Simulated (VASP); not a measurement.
Write the native input for VASP 6.6.1 that does the following.

```
Task                   : single point
Functional             : PBE
Potentials or basis    : VASP PAW PBE potentials, release 64 (Al, P)
Cutoff                 : 500 eV
k mesh                 : 8 × 8 × 8
Occupations            : fermi-dirac, width 0.02 eV
Spin                   : no spin polarisation
Dipole correction      : no
Further INCAR settings : ALGO = Normal; EDIFF = 1e-06; NBANDS = 11
```

The structure of AlP lies in POSCAR:

```
AlP
1.0
    0.0000000000      2.7392572066      2.7392572066
    2.7392572066      0.0000000000      2.7392572066
    2.7392572066      2.7392572066      0.0000000000
Al P
1 1
Direct
    0.0000000000      0.0000000000      0.0000000000
    0.2500000000      0.2500000000      0.2500000000
```

The input as run:

INCAR

```
SYSTEM = AlP
ALGO = Normal ; EDIFF = 1E-6
ENCUT = 500 ; GGA = PE
GGA_COMPAT = .False. ; ISIF = 2
ISMEAR = -1 ; LASPH = .True.
LCHARG = .True. ; LELF = .True.
LREAL = .False. ; LVHAR = .True.
LWAVE = .False. ; NBANDS = 11
NELM = 120 ; PREC = Accurate
SIGMA = 0.02
```

KPOINTS

```
k-points
0
Gamma
  8 8 8
  0 0 0
```

Potentials or basis: VASP PAW PBE potentials, release 64 (Al, P).

Command:

```console
$ cat potpaw_PBE.64/Al/POTCAR potpaw_PBE.64/P/POTCAR > POTCAR
$ mpirun -np 1 vasp_std > vasp.out
```

It gave:

* Pressure: 1.3 GPa
* Band gap on the k mesh: 1.60 eV, indirect (least direct gap 3.22 eV)

Wall time 11 s on 1 thread of Intel Xeon 6975P-C, on a shared host, peak memory 0.15 GiB.
